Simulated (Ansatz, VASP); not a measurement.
# Two plane-wave programs on CdGeAs2

Contents of POSCAR:

```
CdGeAs2
1.0
    4.1563208700      0.0000000000      0.0000000000
    0.0000000000      4.1563208700      0.0000000000
    0.0000000000      0.0000000000      6.2383188646
Cd As Ge
1 2 1
Direct
    0.0000000000      0.0000000000      0.0000000000
    0.0000000000      0.5000000000      0.2672334428
    0.5000000000      0.0000000000      0.7327665572
    0.5000000000      0.5000000000      0.5000000000
```

The input INCAR.step1:

```
SYSTEM = CdGeAs2
PREC = Accurate
ENCUT = 520
ISMEAR = -1
SIGMA = 0.02
LREAL = .FALSE.
LASPH = .TRUE.
NELM = 100
NBANDS = 26
GGA = PE
ALGO = Normal
EDIFF = 1E-4
LWAVE = .TRUE.
LCHARG = .FALSE.
```

File INCAR.step2:

```
SYSTEM = CdGeAs2
PREC = Accurate
ENCUT = 520
EDIFF = 1E-6
ISMEAR = -1
SIGMA = 0.02
LREAL = .FALSE.
LASPH = .TRUE.
NELM = 100
ALGO = Normal
ISIF = 2
LWAVE = .FALSE.
LCHARG = .TRUE.
METAGGA = R2SCAN
LMIXTAU = .TRUE.
LELF = .TRUE.
LVHAR = .TRUE.
NBANDS = 26
ISTART = 1
```

File KPOINTS:

```
Automatic mesh
0
G
  6 6 4
  0 0 0
```

Input for Ansatz:

```yaml
crystal:
  lattice:
    - [4.15632087, 0.0, 0.0]
    - [0.0, 4.15632087, 0.0]
    - [0.0, 0.0, 6.2383188646]
  atoms:
    - { symbol: Cd, position: [0.0, 0.0, 0.0] }
    - { symbol: As, position: [0.0, 0.5, 0.2672334428] }
    - { symbol: Ge, position: [0.5, 0.5, 0.5] }
    - { symbol: As, position: [0.5, 0.0, 0.7327665572] }
kpoints:
  mp_grid: { grid: [6, 6, 4] }
hamiltonian:
  xc: r2scan
scf:
  occupations: { method: fermi_dirac, width: 0.02 }
  n_extra_bands: 5
output:
  forces: true
  stress: true
  eigenvalues: true
```

Alike in both runs: task single point; functional r2SCAN; k mesh 6 × 6 × 4; occupations fermi-dirac, width 0.02 eV; no spin polarisation.

|  | VASP | Ansatz |
| --- | --- | --- |
| version | VASP 6.6.1 | Ansatz 0.2.0 |
| potentials or method | VASP PAW PBE potentials, release 64 (Cd, As, Ge_d) | plane waves, PAW |
| plane-wave cutoff (eV) | 520 | 500 |
| valence electrons in the cell | 36 | 64 |

|  | VASP | Ansatz | Ansatz less VASP |
| --- | --- | --- | --- |
| pressure (GPa) | -3.0 | -3.1 | -0.10 |
| rms of the force components (eV/Å) | 0.008 | 0.006 | -0.0025 |

VASP's potentials were made for PBE, not for r2SCAN. VASP's potentials hold 36 valence electrons a cell and Ansatz's 64, so a difference there can come from the potentials and not from the codes.
